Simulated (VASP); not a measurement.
# Ti2SiSe2 (P4/mbm) in VASP: a series of runs

The runs below take Ti2SiSe2 through single point, relaxation of cell and atoms, with PBE.

Everything below comes from runs of VASP 6.6.1. Logs are shortened: lines on timing, memory, paths and dates and some standing lists are left out, and cuts for length are marked.

## (1) The cell of the first run

Symmetry: P4/mbm, No. 127, tetragonal system. The conventional cell has a = 7.395 Å, b = 7.395 Å, c = 3.143 Å, α = 90.00°, β = 90.00°, γ = 90.00°. Ti (site symmetry m2m) has 6 Se at 2.66 to 2.69 Å and 3 Ti at 3.14 to 3.25 Å and 4 Si at 3.21 Å within 3.5 Å. Si (site symmetry 4/m) has 4 Se at 2.86 Å and 2 Si at 3.14 Å and 8 Ti at 3.21 Å within 3.8 Å. Se (site symmetry m2m) has 6 Ti at 2.66 to 2.69 Å and 2 Si at 2.86 Å and 3 Se at 2.93 to 3.14 Å within 3.5 Å.

The cell was generated, and may not be a known phase.

## (2) Single point, PBE, collinear spin

Input file INCAR:

```
SYSTEM = Ti2SiSe2
ALGO = Normal
EDIFF = 1E-7
ENCUT = 520
GGA = PE
ISIF = 2
ISMEAR = 0
ISPIN = 2
LASPH = .True.
LCHARG = .True.
LELF = .True.
LMAXMIX = 4
LORBIT = 11
LREAL = .False.
LVHAR = .True.
LWAVE = .False.
MAGMOM = 1 1 1 1 0 0 0 0 0 0
NBANDS = 55
NELM = 150
PREC = Accurate
SIGMA = 0.1
```

Input file KPOINTS:

```
k-points
0
Gamma
  2 2 6
  0 0 0
```

Input file POSCAR:

```
Ti2SiSe2
1.0
    7.3946448839      0.0000000000      0.0000000000
    0.0000000000      7.3946448839      0.0000000000
    0.0000000000      0.0000000000      3.1432869813
Ti Si Se
4 2 4
Direct
    0.8445798557      0.3445798557      0.5000000000
    0.6554201443      0.8445798557      0.5000000000
    0.3445798557      0.1554201443      0.5000000000
    0.1554201443      0.6554201443      0.5000000000
    0.0000000000      0.0000000000      0.0000000000
    0.5000000000      0.5000000000      0.0000000000
    0.1399502143      0.3600497857      0.0000000000
    0.3600497857      0.8600497857      0.0000000000
    0.6399502143      0.1399502143      0.0000000000
    0.8600497857      0.6399502143      0.0000000000
```

Potentials or basis: VASP PAW PBE potentials, release 64 (Ti_sv, Si, Se).

Started as:

```
cat potpaw_PBE.64/Ti_sv/POTCAR potpaw_PBE.64/Si/POTCAR potpaw_PBE.64/Se/POTCAR > POTCAR
mpirun -np 1 vasp_std > vasp.out
```

OUTCAR:

```text
SYSTEM = Ti2SiSe2
   EDIFF = 1E-7
   ENCUT = 520
   GGA = PE
   ISIF = 2
   ISMEAR = 0
   ISPIN = 2
   LASPH = .True.
   LORBIT = 11
   LREAL = .False.
   NELM = 150
   PREC = Accurate

 ion  position               nearest neighbor table
   1  0.845  0.345  0.500-   9 2.66   9 2.66  10 2.69   7 2.69   7 2.69  10 2.69
   2  0.655  0.845  0.500-  10 2.66  10 2.66   8 2.69   8 2.69   9 2.69   9 2.69
   3  0.345  0.155  0.500-   7 2.66   7 2.66   9 2.69   8 2.69   8 2.69   9 2.69
   4  0.155  0.655  0.500-   8 2.66   8 2.66  10 2.69   7 2.69   7 2.69  10 2.69
   5  0.000  0.000  0.000-   7 2.86   8 2.86   9 2.86  10 2.86
   6  0.500  0.500  0.000-   7 2.86   8 2.86   9 2.86  10 2.86
   7  0.140  0.360  0.000-   3 2.66   3 2.66   4 2.69   1 2.69   1 2.69   4 2.69   6 2.86   5 2.86

   8  0.360  0.860  0.000-   4 2.66   4 2.66   2 2.69   2 2.69   3 2.69   3 2.69   6 2.86   5 2.86

   9  0.640  0.140  0.000-   1 2.66   1 2.66   3 2.69   2 2.69   2 2.69   3 2.69   6 2.86   5 2.86

  10  0.860  0.640  0.000-   2 2.66   2 2.66   4 2.69   1 2.69   1 2.69   4 2.69   6 2.86   5 2.86

  LATTYP: Found a simple tetragonal cell.
 ALAT       =     7.3946448839
 C/A-ratio  =     0.4250761234

  Lattice vectors:

 A1 = (   7.3946448839,   0.0000000000,   0.0000000000)
 A2 = (   0.0000000000,   7.3946448839,   0.0000000000)
 A3 = (   0.0000000000,   0.0000000000,   3.1432869813)

Analysis of symmetry for initial positions (statically):
=====================================================================
 Subroutine PRICEL returns:
 Original cell was already a primitive cell.

 Routine SETGRP: Setting up the symmetry group for a
 simple tetragonal supercell.

 Subroutine GETGRP returns: Found 16 space group operations
 (whereof  8 operations were pure point group operations)
 out of a pool of 16 trial point group operations.

The static configuration has the point symmetry C_4h.
 The point group associated with its full space group is D_4h.

Analysis of symmetry for dynamics (positions and initial velocities):
=====================================================================
 Subroutine PRICEL returns:
 Original cell was already a primitive cell.

 Routine SETGRP: Setting up the symmetry group for a
 simple tetragonal supercell.

 Subroutine GETGRP returns: Found 16 space group operations
 (whereof  8 operations were pure point group operations)
 out of a pool of 16 trial point group operations.

The dynamic configuration has the point symmetry C_4h.
 The point group associated with its full space group is D_4h.

Analysis of structural, dynamic, and magnetic symmetry:
=====================================================================
 Subroutine PRICEL returns:
 Original cell was already a primitive cell.

 Routine SETGRP: Setting up the symmetry group for a
 simple tetragonal supercell.

 Subroutine GETGRP returns: Found 16 space group operations
 (whereof  8 operations were pure point group operations)
 out of a pool of 16 trial point group operations.

The overall configuration has the point symmetry C_4h.
 The point group associated with its full space group is D_4h.

 Subroutine INISYM returns: Found 16 space group operations
 (whereof  8 operations are pure point group operations),
 and found     1 'primitive' translations

----------------------------------------------------------------------------------------

                                     Primitive cell

  volume of cell :     171.8774

  direct lattice vectors                    reciprocal lattice vectors
     7.394644884  0.000000000  0.000000000     0.135232998  0.000000000  0.000000000
     0.000000000  7.394644884  0.000000000     0.000000000  0.135232998  0.000000000
     0.000000000  0.000000000  3.143286981     0.000000000  0.000000000  0.318138307

  length of vectors
     7.394644884  7.394644884  3.143286981     0.135232998  0.135232998  0.318138307

  position of ions in fractional coordinates (direct lattice)
     0.844579856  0.344579856  0.500000000
     0.655420144  0.844579856  0.500000000
     0.344579856  0.155420144  0.500000000
     0.155420144  0.655420144  0.500000000
     0.000000000  0.000000000  0.000000000
[... 69 lines left out ...]
   ISTART =      0    job   : 0-new  1-cont  2-samecut
   ICHARG =      2    charge: 1-file 2-atom 10-const
   ISPIN  =      2    spin polarized calculation?
   LNONCOLLINEAR =      F non collinear calculations
   LSORBIT =      F    spin-orbit coupling
   LASPH  =      T    aspherical Exc in radial PAW
   ENCUT  =  520.0 eV  38.22 Ry    6.18 a.u.  13.75 13.75  5.84*2*pi/ulx,y,z
   NELM   =    150;   NELMIN=  2; NELMDL= -5     # of ELM steps
   EDIFF  = 0.1E-06   stopping-criterion for ELM
   LREAL  =      F    real-space projection
   EDIFFG = 0.1E-05   stopping-criterion for IOM
   NSW    =      0    number of steps for IOM
   IBRION =     -1    ionic relax: 0-MD 1-quasi-New 2-CG
   NFREE  =      0    steps in history (QN), initial steepest desc. (CG)
   ISIF   =      2    stress and relaxation
   ISYM   =      2    0-nonsym 1-usesym 2-fastsym
   POTIM  = 0.5000    time-step for ionic-motion
   TEBEG  =    0.0;   TEEND  =   0.0 temperature during run
   PSTRESS=    0.0 pullay stress
   NELECT =      80.0000    total number of electrons
   NUPDOWN=      -1.0000    fix difference up-down
   EMIN   =  10.00;   EMAX   =-10.00  energy-range for DOS
   EFERMI =   0.00;   METHOD = LEGACY
   ISMEAR =     0;   SIGMA  =   0.10  broadening in eV -4-tet -1-fermi 0-gaus
   EFERMI_NEDOS =   21; number of points for ismear=-14 and -15
   IALGO  =     38    algorithm
   IMIX   =      4    mixing-type and parameters
     AMIX     =   0.40;   BMIX     =  1.00
     AMIX_MAG =   1.60;   BMIX_MAG =  1.00
  volume/ion in A,a.u.               =      17.19       115.99
  Fermi-wavevector in a.u.,A,eV,Ry     =   1.268718  2.397530 21.900571  1.609647
  Thomas-Fermi vector in A             =   2.401798
   LORBIT       =     11    0 simple, 1 ext, 2 COOP (PROOUT), +10 PAW based schemes
   GGA     = PE    functional components
   LHFCALC =     F    Hartree Fock is set to
   AEXX    =    0.0000 exact exchange contribution
   IVDW    =     0    specifies the selected vdW correction
   LEPSILON=     F    determine dielectric tensor
   LRPA    =     F    only Hartree local field effects (RPA)
 spin polarized calculation
 Gauss-broadening in eV      SIGMA  =   0.10
  energy-cutoff  :      520.00
  volume of cell :      171.88
 maximum number of plane-waves:      4668
 NGX is ok and might be reduce to    56
   NGX = 27   NGY = 27   NGZ = 11

 number of electron      80.0000013 magnetization       0.0004300

 Free energy of the ion-electron system (eV)
  ---------------------------------------------------
  ext. energy  EPLUGINS =         0.00000000
  ---------------------------------------------------
  free energy    TOTEN  =       -59.95969566 eV

  energy without entropy =      -59.92445809  energy(sigma->0) =      -59.94207688

 E-fermi :   8.6027     XC(G=0): -11.1968

 val. band max:        8.5988545103   @ k =   0.5000   0.5000   0.1667
 cond. band min:       8.6532005318   @ k =   0.0000   0.0000   0.5000
 fundamental gap:      0.0543460214
 Fermi energy:         8.6027281305

 spin component 1

 k-point     1 :       0.0000    0.0000    0.0000
  band No.  band energies     occupation
      1     -48.7878      1.00000
      2     -48.7860      1.00000
      3     -48.7810      1.00000
      4     -48.7810      1.00000
      5     -25.1106      1.00000
      6     -25.0844      1.00000
[... 649 lines left out ...]
     51      10.4283      0.00000
     52      10.4283      0.00000
 Fermi energy:         8.6027281305

 spin component 2

 k-point     1 :       0.0000    0.0000    0.0000
  band No.  band energies     occupation
      1     -48.7877      1.00000
      2     -48.7860      1.00000
      3     -48.7810      1.00000
      4     -48.7810      1.00000
      5     -25.1105      1.00000
      6     -25.0843      1.00000
[... 649 lines left out ...]
     51      10.4284      0.00000
     52      10.4284      0.00000
 [bands above 52 left out]

------------------------ aborting loop because EDIFF is reached ----------------------------------------

  FORCE on cell =-STRESS in cart. coord.  units (eV):
  Direction    XX          YY          ZZ          XY          YZ          ZX
  --------------------------------------------------------------------------------------
  -------------------------------------------------------------------------------------
  Total        0.1560706      0.1560706      0.0902105      0.0000000      0.0000000      0.0000000
  in kB        1.4548327      1.4548327      0.8409091      0.0000000      0.0000000      0.0000000
  external PRESSURE =       1.2501915 kB  Pullay stress =       0.0000000 kB

 VOLUME and BASIS-vectors are now :
 -----------------------------------------------------------------------------
  energy-cutoff  :      520.00
  volume of cell :      171.88
      direct lattice vectors                 reciprocal lattice vectors
     7.394644884  0.000000000  0.000000000     0.135232998  0.000000000  0.000000000
     0.000000000  7.394644884  0.000000000     0.000000000  0.135232998  0.000000000
     0.000000000  0.000000000  3.143286981     0.000000000  0.000000000  0.318138307

 POSITION                                       TOTAL-FORCE (eV/Angst)
 -----------------------------------------------------------------------------------
      6.24537      2.54805      1.57164         0.002073      0.002073      0.000000
      4.84660      6.24537      1.57164        -0.002073      0.002073     -0.000000
      2.54805      1.14928      1.57164         0.002073     -0.002073      0.000000
      1.14928      4.84660      1.57164        -0.002073     -0.002073     -0.000000
      0.00000      0.00000      0.00000         0.000000     -0.000000     -0.000000
      3.69732      3.69732      0.00000         0.000000     -0.000000     -0.000000
      1.03488      2.66244      0.00000         0.009816     -0.009816      0.000000
      2.66244      6.35976      0.00000        -0.009816     -0.009816     -0.000000
      4.73220      1.03488      0.00000         0.009816      0.009816     -0.000000
      6.35976      4.73220      0.00000        -0.009816      0.009816     -0.000000
 -----------------------------------------------------------------------------------
    total drift:                                0.000000      0.000000     -0.000000

  FREE ENERGIE OF THE ION-ELECTRON SYSTEM (eV)
  ---------------------------------------------------
  free  energy   TOTEN  =       -59.9596956638 eV

  energy  without entropy=      -59.9244580913  energy(sigma->0) =      -59.94207688

 total charge

# of ion       s       p       d       tot
------------------------------------------
    1        2.137   6.086   1.985  10.208
    2        2.137   6.086   1.985  10.208
    3        2.137   6.086   1.985  10.208
    4        2.137   6.086   1.985  10.208
    5        0.902   0.617   0.000   1.519
    6        0.902   0.617   0.000   1.519
    7        1.468   2.355   0.098   3.922
    8        1.468   2.355   0.098   3.922
    9        1.468   2.355   0.098   3.922
   10        1.468   2.355   0.098   3.922
--------------------------------------------------
tot         16.225  34.997   8.335  59.557

 magnetization (x)

# of ion       s       p       d       tot
------------------------------------------
    1        0.000   0.000   0.000   0.000
    2        0.000   0.000   0.000   0.000
    3        0.000   0.000   0.000   0.000
    4        0.000   0.000   0.000   0.000
    5        0.000  -0.000   0.000   0.000
    6        0.000  -0.000   0.000   0.000
    7       -0.000  -0.000   0.000  -0.000
    8       -0.000  -0.000   0.000  -0.000
    9       -0.000  -0.000   0.000  -0.000
   10       -0.000  -0.000   0.000  -0.000
--------------------------------------------------
tot          0.000  -0.000   0.000   0.000
```

It took 2.4 min on 1 thread of Intel Xeon 6975P-C (Granite Rapids), shared host; peak memory 0.4 GiB.

Results:

- Free energy: -59.9597 eV
- Pressure: 0.1 GPa
- Largest force: 0.014 eV/Å
- Band gap on the k mesh: zero (filled and empty bands overlap)
- Net moment: 0.00 μB per cell
- Valence electrons inside the program's atomic spheres: Ti 10.21; Si 1.52; Se 3.92

Forces on the atoms (eV/Å):
```
Ti   0.002  0.002  0.000
Ti  -0.002  0.002  0.000
Ti   0.002 -0.002  0.000
Ti  -0.002 -0.002  0.000
Si   0.000  0.000  0.000
Si   0.000  0.000  0.000
Se   0.010 -0.010  0.000
Se  -0.010 -0.010  0.000
Se   0.010  0.010  0.000
Se  -0.010  0.010  0.000
```

Caveat: the k points lie up to 0.42 Å⁻¹ apart, too coarse for converged energies and pressures of a metal.

[end of part 1 of 2]

The gap in the log of VASP goes by the Fermi energy; the results here count the filled bands.